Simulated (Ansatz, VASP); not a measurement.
**HfSn3S8 in VASP and in Ansatz**

```
CELL_PARAMETERS angstrom
3.68970 0.00000 0.00000
-1.84485 3.19537 0.00000
0.00000 0.00000 27.27387
ATOMIC_POSITIONS crystal
Hf 0.00000 0.00000 0.50000
Sn 0.00000 0.00000 0.00000
Sn 0.00000 0.00000 0.25159
Sn 0.00000 0.00000 0.74841
S 0.33333 0.66667 0.05436
S 0.33333 0.66667 0.30595
S 0.33333 0.66667 0.55240
S 0.33333 0.66667 0.80276
S 0.66667 0.33333 0.19723
S 0.66667 0.33333 0.44760
S 0.66667 0.33333 0.69405
S 0.66667 0.33333 0.94564
```

Alike in both runs: task relaxation of cell and atoms; functional PBE; k mesh 12 × 12 × 1; occupations gaussian, width 0.02 eV; no spin polarisation.

|  | VASP | Ansatz |
| --- | --- | --- |
| version | VASP 6.6.1 | Ansatz 0.2.0 |
| potentials or method | VASP PAW PBE potentials, release 64 (Hf_pv, Sn_d, S), cutoff 600 eV | scalar-relativistic, plane waves, PAW |
| valence electrons in the cell | 100 | 116 |

```tsv
	VASP	Ansatz	Ansatz less VASP
gap on the k mesh at the Fermi level, each at its own relaxed structure (eV)	1.23	1.21	-0.022
relaxed volume (Å³/atom)	26.74	26.80	+0.053
relaxed length of the cell vector where the two differ most in proportion (Å)	3.686	3.690	+0.0039
```

VASP's potentials hold 100 valence electrons a cell and Ansatz's 116, so a difference there can come from the potentials and not from the codes.

Neither program's run includes spin-orbit coupling.
